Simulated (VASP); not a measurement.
**NaBe5H: single point with PBE**

Crystal: NaBe5H.

```
Na Be H
1.0
     3.96696    0.00000    0.00000
    -1.98348    3.43549    0.00000
     0.00000    0.00000    5.83257
Na Be H
1 5 1
Direct
  0.00000 0.00000 0.50000
  0.50000 0.00000 0.50000
  0.00000 0.50000 0.50000
  0.50000 0.50000 0.50000
  0.00000 0.00000 0.17248
  0.00000 0.00000 0.82752
  0.00000 0.00000 0.00000
```

The cell was built from a structure type or drawn by symmetry, and may not be a known phase.

```json
{
 "Program": "VASP 6.6.1",
 "Task": "single point",
 "Functional": "PBE",
 "Potentials or basis": "VASP PAW PBE potentials, release 64 (Na_pv, Be, H)",
 "Cutoff": "520 eV",
 "k mesh": "6 × 6 × 4",
 "Occupations": "gaussian, width 0.1 eV",
 "Spin": "no spin polarisation"
}
```

| Property | Result |
| --- | --- |
| Pressure | 45.0 GPa |
| Largest force | 7.162 eV/Å |
| Band gap on the k mesh | zero (bands 9 and 10 overlap by 1.03 eV) |

Forces on the atoms (eV/Å):
```
Na   0.000  0.000  0.000
Be   0.000  0.000  0.000
Be   0.000  0.000  0.000
Be   0.000  0.000  0.000
Be   0.000  0.000  7.162
Be   0.000  0.000 -7.162
H    0.000  0.000  0.000
```

Stress tensor (GPa, compression positive):
```
40.49  0.00  0.00
 0.00 40.49  0.00
 0.00  0.00 54.08
```

Levels at points of the mesh, in eV from the Fermi level:
| k point | band 5 | band 6 | band 7 | band 8 | band 9 | band 10 | band 11 | band 12 | band 13 | band 14 |
| --- | --- | --- | --- | --- | --- | --- | --- | --- | --- | --- |
| (0.00, 0.00, 0.00) | -7.58 | -4.12 | -2.38 | -0.07 | -0.07 | 1.29 | 3.79 | 3.79 | 4.39 | 4.39 |
| (0.50, 0.00, 0.00) | -5.55 | -5.39 | -2.05 | -1.73 | -1.25 | -0.61 | 0.04 | 2.63 | 3.56 | 3.72 |
| (0.00, 0.00, 0.50) | -7.77 | -3.96 | -2.37 | 0.29 | 0.29 | 1.75 | 1.91 | 1.91 | 4.69 | 4.69 |
| (0.50, 0.00, 0.50) | -5.44 | -5.36 | -2.94 | -2.06 | -1.19 | -0.07 | 0.72 | 3.34 | 3.89 | 3.99 |

Wall time 21 s on 1 thread of Intel(R) Xeon(R) 6975P-C (Granite Rapids), on a shared host, peak memory 0.19 GiB.

Caveat: the cell stands under pressure; forces of over 1 eV/Å act on the atoms, so gaps and moduli don't describe the material at rest.
